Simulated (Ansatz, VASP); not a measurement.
# One calculation of HfN, two programs

File INCAR:

```
ALGO = Normal
EDIFF = 1E-6
ENCUT = 600
GGA = PS
GGA_COMPAT = False
ISIF = 2
ISMEAR = 0
LASPH = True
LCHARG = False
LREAL = False
LWAVE = False
NBANDS = 14
NELM = 120
PREC = Accurate
SIGMA = 0.15
```

Contents of KPOINTS:

```
k-points
0
Gamma
  22 22 22
```

POSCAR

```
HfN
1.0
    0.0000000000      2.3633145458      2.1382369700
    2.3633145458      0.0000000000      2.1382369700
    2.3633145458      2.3633145458      0.0000000000
Hf N
1 1
Direct
    0.0000000000      0.0000000000      0.0000000000
    0.5000000000      0.5000000000      0.5000000000
```

Input for Ansatz:

```yaml
crystal:
  lattice:
    - [0.0, 2.3633145458, 2.13823697]
    - [2.3633145458, 0.0, 2.13823697]
    - [2.3633145458, 2.3633145458, 0.0]
  atoms:
    - { symbol: Hf, position: [0.0, 0.0, 0.0] }
    - { symbol: "N", position: [0.5, 0.5, 0.5] }
basis:
  ecutwfc: 420
kpoints:
  mp_grid: { grid: [22, 22, 22] }
hamiltonian:
  xc: pbesol
scf:
  occupations: { method: gaussian, width: 0.15 }
output:
  forces: true
  stress: true
  eigenvalues: true
```

Change from the starting cell: strain +0.050 along x and y, -0.050 along z, atoms carried along.

Alike in both runs: task single point; functional PBEsol; k mesh 22 × 22 × 22; occupations gaussian, width 0.15 eV; no spin polarisation.

```csv
,VASP,Ansatz
version,VASP 6.6.1,Ansatz 0.2.0
potentials or method,"VASP PAW PBE potentials, release 64 (Hf_pv, N), cutoff 600 eV","scalar-relativistic, plane waves, PAW"
valence electrons in the cell,15,31
```

|  | VASP | Ansatz | Ansatz less VASP |
| --- | --- | --- | --- |
| gap on the k mesh at the Fermi level (eV) | none | none | - |
| pressure (GPa) | -7.8 | -5.8 | +2.06 |
| traceless stress, the component that is largest in VASP (GPa) | 33.38 | 33.50 | +0.123 |

VASP's potentials were made for PBE, not for PBEsol. A gap of «none» marks a metal or a gap that the smearing closes. VASP's potentials hold 15 valence electrons a cell and Ansatz's 31, so a difference there can come from the potentials and not from the codes.

Spin-orbit coupling is off throughout.
